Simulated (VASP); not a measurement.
# LiH (Fm-3m) in VASP: a series of runs

Runs on LiH. Level: PBEsol. Tasks: single point, relaxation of cell and atoms.

All numbers are computed with VASP 6.6.1; they aren't measurements. Logs are shortened: lines on timing, memory, paths and dates and some standing lists are left out, and cuts for length are marked.

**1. The cell of the first run**

Symmetry: Fm-3m, No. 225, cubic system. The conventional cell has a = 3.979 Å, b = 3.979 Å, c = 3.979 Å, α = 90.00°, β = 90.00°, γ = 90.00°. Li (site symmetry m-3m) has 6 H at 1.99 Å within 2.6 Å. H (site symmetry m-3m) has 6 Li at 1.99 Å within 2.6 Å.

**2. Single point, PBEsol**

Contents of INCAR:

```
SYSTEM = LiH
  PREC = Accurate
  ENCUT = 520
  EDIFF = 1E-6
  ISMEAR = 0
  SIGMA = 0.02
  LREAL = .False.
  LASPH = .True.
  NELM = 100
  ALGO = Normal
  ISIF = 2
  LWAVE = .False.
  LCHARG = .True.
  GGA = PS
  LELF = .True.
  LVHAR = .True.
  NBANDS = 9
```

Contents of KPOINTS:

```
regular mesh
0
Gamma
  10 10 10
  0 0 0
```

Contents of POSCAR:

```
LiH
1.0
    0.0000000000      1.9895719486      1.9895719486
    1.9895719486      0.0000000000      1.9895719486
    1.9895719486      1.9895719486      0.0000000000
Li H
1 1
Direct
    0.0000000000      0.0000000000      0.0000000000
    0.5000000000      0.5000000000      0.5000000000
```

Potentials or basis: VASP PAW PBE potentials, release 64 (Li_sv, H).

Command:

```console
$ cat potpaw_PBE.64/Li_sv/POTCAR potpaw_PBE.64/H/POTCAR > POTCAR
$ mpirun -np 1 vasp_std > vasp.out
```

OUTCAR:

```text
SYSTEM = LiH
   PREC = Accurate
   ENCUT = 520
   EDIFF = 1E-6
   ISMEAR = 0
   LREAL = .False.
   LASPH = .True.
   NELM = 100
   ISIF = 2
   GGA = PS

 ion  position               nearest neighbor table
   1  0.000  0.000  0.000-
   2  0.500  0.500  0.500-

  LATTYP: Found a face centered cubic cell.
 ALAT       =     3.9791438972

  Lattice vectors:

 A1 = (   0.0000000000,   1.9895719486,   1.9895719486)
 A2 = (   1.9895719486,   0.0000000000,   1.9895719486)
 A3 = (   1.9895719486,   1.9895719486,   0.0000000000)

Analysis of symmetry for initial positions (statically):
=====================================================================
 Subroutine PRICEL returns:
 Original cell was already a primitive cell.

 Routine SETGRP: Setting up the symmetry group for a
 face centered cubic supercell.

 Subroutine GETGRP returns: Found 48 space group operations
 (whereof 48 operations were pure point group operations)
 out of a pool of 48 trial point group operations.

The static configuration has the point symmetry O_h .

Analysis of symmetry for dynamics (positions and initial velocities):
=====================================================================
 Subroutine PRICEL returns:
 Original cell was already a primitive cell.

 Routine SETGRP: Setting up the symmetry group for a
 face centered cubic supercell.

 Subroutine GETGRP returns: Found 48 space group operations
 (whereof 48 operations were pure point group operations)
 out of a pool of 48 trial point group operations.

The dynamic configuration has the point symmetry O_h .

 Subroutine INISYM returns: Found 48 space group operations
 (whereof 48 operations are pure point group operations),
 and found     1 'primitive' translations

----------------------------------------------------------------------------------------

                                     Primitive cell

  volume of cell :      15.7510

  direct lattice vectors                    reciprocal lattice vectors
     0.000000000  1.989571949  1.989571949    -0.251310339  0.251310339  0.251310339
     1.989571949  0.000000000  1.989571949     0.251310339 -0.251310339  0.251310339
     1.989571949  1.989571949  0.000000000     0.251310339  0.251310339 -0.251310339

  length of vectors
     2.813679633  2.813679633  2.813679633     0.435282275  0.435282275  0.435282275

  position of ions in fractional coordinates (direct lattice)
     0.000000000  0.000000000  0.000000000
     0.500000000  0.500000000  0.500000000

  ion indices of the primitive-cell ions
   primitive index   ion index
                 1           1
                 2           2

----------------------------------------------------------------------------------------

 KPOINTS: regular mesh

Automatic generation of k-mesh.
 Grid dimensions read from file:
 generate k-points for:   10   10   10

 Generating k-lattice:

  Cartesian coordinates                     Fractional coordinates (reciprocal lattice)
    -0.025131034  0.025131034  0.025131034     0.100000000  0.000000000  0.000000000
     0.025131034 -0.025131034  0.025131034     0.000000000  0.100000000  0.000000000
     0.025131034  0.025131034 -0.025131034     0.000000000  0.000000000  0.100000000

  Length of vectors
     0.043528227  0.043528227  0.043528227

  Shift w.r.t. Gamma in fractional coordinates (k-lattice)
     0.000000000  0.000000000  0.000000000

 Subroutine IBZKPT returns following result:
 ===========================================

 Found     47 irreducible k-points:

 Following reciprocal coordinates:
            Coordinates               Weight
  0.000000  0.000000  0.000000      1.000000
  0.100000  0.000000  0.000000      8.000000
  0.200000  0.000000  0.000000      8.000000
  0.300000  0.000000  0.000000      8.000000
  0.400000  0.000000  0.000000      8.000000
  0.500000  0.000000  0.000000      4.000000
[... 16 lines left out ...]
  0.300000  0.300000  0.000000      6.000000
  0.400000  0.300000  0.000000     24.000000
 [... further k-points ...]
   k-points           NKPTS =     47   k-points in BZ     NKDIM =     47   number of bands    NBANDS=      9
   number of dos      NEDOS =    301   number of ions     NIONS =      2
   total plane-waves  NPLWV =  13824
   dimension x,y,z NGX =    24 NGY =   24 NGZ =   24
   dimension x,y,z NGXF=    48 NGYF=   48 NGZF=   48
   ions per type =               1   1
   NGX,Y,Z   is equivalent  to a cutoff of  14.18, 14.18, 14.18 a.u.
   NGXF,Y,Z  is equivalent  to a cutoff of  28.36, 28.36, 28.36 a.u.
 SYSTEM =  LiH
   PREC   = accura    normal or accurate (medium, high low for compatibility)
   ISTART =      0    job   : 0-new  1-cont  2-samecut
   ICHARG =      2    charge: 1-file 2-atom 10-const
   ISPIN  =      1    spin polarized calculation?
   LNONCOLLINEAR =      F non collinear calculations
   LSORBIT =      F    spin-orbit coupling
   LASPH  =      T    aspherical Exc in radial PAW
   ENCUT  =  520.0 eV  38.22 Ry    6.18 a.u.   5.23  5.23  5.23*2*pi/ulx,y,z
   NELM   =    100;   NELMIN=  2; NELMDL= -5     # of ELM steps
   EDIFF  = 0.1E-05   stopping-criterion for ELM
   LREAL  =      F    real-space projection
   EDIFFG = 0.1E-04   stopping-criterion for IOM
   NSW    =      0    number of steps for IOM
   IBRION =     -1    ionic relax: 0-MD 1-quasi-New 2-CG
   NFREE  =      0    steps in history (QN), initial steepest desc. (CG)
   ISIF   =      2    stress and relaxation
   ISYM   =      2    0-nonsym 1-usesym 2-fastsym
   POTIM  = 0.5000    time-step for ionic-motion
   TEBEG  =    0.0;   TEEND  =   0.0 temperature during run
   PSTRESS=    0.0 pullay stress
   NELECT =       4.0000    total number of electrons
   NUPDOWN=      -1.0000    fix difference up-down
   EMIN   =  10.00;   EMAX   =-10.00  energy-range for DOS
   EFERMI =   0.00;   METHOD = LEGACY
   ISMEAR =     0;   SIGMA  =   0.02  broadening in eV -4-tet -1-fermi 0-gaus
   EFERMI_NEDOS =   21; number of points for ismear=-14 and -15
   IALGO  =     38    algorithm
   IMIX   =      4    mixing-type and parameters
     AMIX     =   0.40;   BMIX     =  1.00
     AMIX_MAG =   1.60;   BMIX_MAG =  1.00
  volume/ion in A,a.u.               =       7.88        53.15
  Fermi-wavevector in a.u.,A,eV,Ry     =   1.036713  1.959103 14.623184  1.074774
  Thomas-Fermi vector in A             =   2.171117
   LORBIT       =      0    0 simple, 1 ext, 2 COOP (PROOUT), +10 PAW based schemes
   GGA     = PS    functional components
   LHFCALC =     F    Hartree Fock is set to
   AEXX    =    0.0000 exact exchange contribution
   IVDW    =     0    specifies the selected vdW correction
   LEPSILON=     F    determine dielectric tensor
   LRPA    =     F    only Hartree local field effects (RPA)
 non-spin polarized calculation
 Gauss-broadening in eV      SIGMA  =   0.02
  energy-cutoff  :      520.00
  volume of cell :       15.75
 maximum number of plane-waves:       444
 NGX is ok and might be reduce to    24
   NGX = 11   NGY = 11   NGZ = 11

 number of electron       3.9999997 magnetization

 Free energy of the ion-electron system (eV)
  ---------------------------------------------------
  ext. energy  EPLUGINS =         0.00000000
  ---------------------------------------------------
  free energy    TOTEN  =        -6.12038601 eV

  energy without entropy =       -6.12038601  energy(sigma->0) =       -6.12038601

 E-fermi :   0.3482     XC(G=0):  -8.6824

 val. band max:        0.2620866245   @ k =   0.5000   0.5000   0.0000
 cond. band min:       2.9900603125   @ k =   0.5000   0.5000   0.0000
 fundamental gap:      2.7279736881
 Fermi energy:         0.3482087620

 k-point     1 :       0.0000    0.0000    0.0000
  band No.  band energies     occupation
      1     -43.4228      2.00000
      2      -5.3657      2.00000
      3      16.6523      0.00000
      4      18.2114      0.00000
      5      18.2114      0.00000
      6      18.2114      0.00000
      7      22.8693      0.00000
      8      22.8693      0.00000
      9      22.8693      0.00000

 k-point     2 :       0.1000    0.0000    0.0000
  band No.  band energies     occupation
      1     -43.4178      2.00000
      2      -5.1868      2.00000
      3      15.0215      0.00000
      4      17.2746      0.00000
      5      17.8041      0.00000
      6      17.8041      0.00000
      7      22.2960      0.00000
      8      23.7326      0.00000
      9      23.7327      0.00000

 k-point     3 :       0.2000    0.0000    0.0000
  band No.  band energies     occupation
      1     -43.4044      2.00000
      2      -4.6633      2.00000
      3      11.6185      0.00000
      4      16.0223      0.00000
      5      17.1532      0.00000
      6      17.1532      0.00000
      7      23.1764      0.00000
      8      23.5818      0.00000
      9      23.5819      0.00000

 k-point     4 :       0.3000    0.0000    0.0000
  band No.  band energies     occupation
      1     -43.3875      2.00000
      2      -3.8542      2.00000
      3       8.3926      0.00000
      4      14.9584      0.00000
      5      16.7592      0.00000
      6      16.7592      0.00000
      7      21.4943      0.00000
      8      21.4943      0.00000
      9      24.7776      0.00000

 k-point     5 :       0.4000    0.0000    0.0000
  band No.  band energies     occupation
      1     -43.3740      2.00000
      2      -2.9596      2.00000
      3       5.9811      0.00000
      4      14.2602      0.00000
      5      16.6956      0.00000
      6      16.6956      0.00000
      7      19.9742      0.00000
      8      19.9742      0.00000
      9      26.6713      0.00000

 k-point     6 :       0.5000    0.0000    0.0000
  band No.  band energies     occupation
      1     -43.3686      2.00000
      2      -2.5076      2.00000
      3       5.0170      0.00000
      4      14.0190      0.00000
      5      16.7559      0.00000
      6      16.7559      0.00000
      7      19.3792      0.00000
      8      19.3792      0.00000
      9      27.7973      0.00000
[... 169 lines left out ...]
 k-point    21 :      -0.3000    0.2000    0.0000
  band No.  band energies     occupation
      1     -43.3692      2.00000
      2      -2.5488      2.00000
      3       6.9279      0.00000
      4       9.4548      0.00000
      5      15.5781      0.00000
      6      16.1115      0.00000
      7      22.9628      0.00000
      8      25.9441      0.00000
      9      26.9221      0.00000

 k-point    22 :      -0.2000    0.2000    0.0000
  band No.  band energies     occupation
      1     -43.3820      2.00000
      2      -3.5104      2.00000
      3       9.6450      0.00000
      4       9.9497      0.00000
      5      16.3602      0.00000
      6      17.2890      0.00000
      7      22.1908      0.00000
      8      24.2255      0.00000
      9      25.9048      0.00000

 k-point    23 :       0.3000    0.3000    0.0000
  band No.  band energies     occupation
      1     -43.3766      2.00000
      2      -3.1034      2.00000
      3       8.8263      0.00000
      4      12.4381      0.00000
      5      12.4381      0.00000
      6      15.5987      0.00000
      7      17.8529      0.00000
      8      29.1042      0.00000
      9      31.4783      0.00000

 k-point    24 :       0.4000    0.3000    0.0000
  band No.  band energies     occupation
      1     -43.3661      2.00000
      2      -2.1890      2.00000
      3       6.8731      0.00000
      4      10.6287      0.00000
      5      11.9898      0.00000
      6      16.4390      0.00000
      7      17.9445      0.00000
      8      30.1387      0.00000
      9      30.4929      0.00000

 [... further k-points ...]
[... 5 lines left out ...]
  --------------------------------------------------------------------------------------
  -------------------------------------------------------------------------------------
  Total       -0.0152974     -0.0152974     -0.0152974      0.0000000      0.0000000      0.0000000
  in kB       -1.5560386     -1.5560386     -1.5560386      0.0000000      0.0000000      0.0000000
  external PRESSURE =      -1.5560386 kB  Pullay stress =       0.0000000 kB

 VOLUME and BASIS-vectors are now :
 -----------------------------------------------------------------------------
  energy-cutoff  :      520.00
  volume of cell :       15.75
      direct lattice vectors                 reciprocal lattice vectors
     0.000000000  1.989571949  1.989571949    -0.251310339  0.251310339  0.251310339
     1.989571949  0.000000000  1.989571949     0.251310339 -0.251310339  0.251310339
     1.989571949  1.989571949  0.000000000     0.251310339  0.251310339 -0.251310339

 POSITION                                       TOTAL-FORCE (eV/Angst)
 -----------------------------------------------------------------------------------
      0.00000      0.00000      0.00000         0.000000     -0.000000     -0.000000
      1.98957      1.98957      1.98957        -0.000000      0.000000      0.000000
 -----------------------------------------------------------------------------------
    total drift:                                0.000000     -0.000000     -0.000000

  FREE ENERGIE OF THE ION-ELECTRON SYSTEM (eV)
  ---------------------------------------------------
  free  energy   TOTEN  =        -6.1203860112 eV

  energy  without entropy=       -6.1203860112  energy(sigma->0) =       -6.12038601
```

Run time: 3.3 s. Hardware: 1 thread of Intel Xeon Platinum 8559C (Emerald Rapids), shared host; peak memory 0.13 GiB.

Results:

* Free energy: -6.1204 eV
* Band gap on the k mesh: 2.73 eV, direct

Caveat: the cutoff is under 1.25 times the usual one of these potentials, so pressure, stress and relaxed cells hold a basis-set (Pulay) error; the PAW data sets were made with another functional, which shifts forces and pressure a little. A hybrid or GW would open this gap; PBEsol tends to underestimate it.

**3. Relaxation of cell and atoms, PBEsol**

This run uses another cell than the first one, of 8.40 Å³/atom, 1.066 times its volume.

Contents of INCAR:

```
SYSTEM = LiH
PREC     = Accurate       ! precision mode
ENCUT    = 600            ! plane-wave cutoff, eV
EDIFF    = 1E-6           ! SCF threshold, eV
ISMEAR   = 0              ! smearing method
SIGMA    = 0.02           ! smearing width, eV
LREAL    = .False.        ! projectors in reciprocal space
LASPH    = .True.         ! aspherical terms in the spheres
NELM     = 80             ! most SCF steps
ALGO     = Normal         ! electronic algorithm
ISIF     = 3              ! what is computed and relaxed
LWAVE    = .False.        ! write WAVECAR
LCHARG   = .False.        ! write CHGCAR
GGA      = PS             ! functional
IBRION   = 2              ! ionic algorithm
NSW      = 100            ! ionic steps
EDIFFG   = -0.005         ! ionic threshold
```

KPOINTS is that of step 2.

Contents of POSCAR:

```
LiH
1.0
    0.0000000000      2.0325000000      2.0325000000
    2.0325000000      0.0000000000      2.0325000000
    2.0325000000      2.0325000000      0.0000000000
Li H
1 1
Direct
    0.0000000000      0.0000000000      0.0000000000
    0.5000000000      0.5000000000      0.5000000000
```

Potentials or basis: VASP PAW PBE potentials, release 64 (Li_sv, H).

Command:

```console
$ cat potpaw_PBE.64/Li_sv/POTCAR potpaw_PBE.64/H/POTCAR > POTCAR
$ mpirun -np 1 vasp_std > vasp.out
```

Run time: 6 s. Hardware: 1 thread of Intel Xeon Platinum 8559C (Emerald Rapids), shared host; peak memory 0.13 GiB.

It converged, with:

```
Free energy                            : -6.1230 eV
Relaxed volume                         : 7.84 Å³/atom
Relaxed cell                           : a = 2.810 Å, b = 2.810 Å, c = 2.810 Å, α = 60.00°, β = 60.00°, γ = 60.00°
Space group after relaxing (to 0.05 Å) : Fm-3m (No. 225)
Energy gained by relaxing              : 4.1 meV/atom
Ionic steps                            : 4
Pressure after relaxing                : 0.0 GPa
Band gap on the k mesh                 : 2.72 eV, direct
```

The path:
```tsv
step	energy change (eV)	largest force (eV/Å)	pressure (GPa)	volume (Å³)
1	0.0000	0.0000	-2.26	16.79
2	-0.0036	0.0000	-1.74	16.51
3	-0.0081	0.0000	-0.17	15.76
4	-0.0082	0.0000	0.01	15.68
```

Final structure:
```
CELL_PARAMETERS angstrom
0.00000 1.98677 1.98677
1.98677 0.00000 1.98677
1.98677 1.98677 0.00000
ATOMIC_POSITIONS crystal
Li 0.00000 0.00000 0.00000
H 0.50000 0.50000 0.50000
```

Levels at points of the mesh, in eV from the valence-band top:
```csv
k point,band 1,band 2,band 3,band 4,band 5,band 6
"(0.00, 0.00, 0.00)",-43.68,-5.64,16.44,17.99,17.99,17.99
"(0.50, 0.00, 0.00)",-43.62,-2.78,4.76,13.79,16.53,16.53
"(0.50, 0.50, 0.00)",-43.60,0.00,2.72,10.75,10.75,13.85
```

Caveat: the cutoff is under 1.25 times the usual one of these potentials, so pressure, stress and relaxed cells hold a basis-set (Pulay) error; the PAW data sets were made with another functional, which shifts forces and pressure a little. A k mesh can miss the band edges.

(Continued in part 2 of 2.)
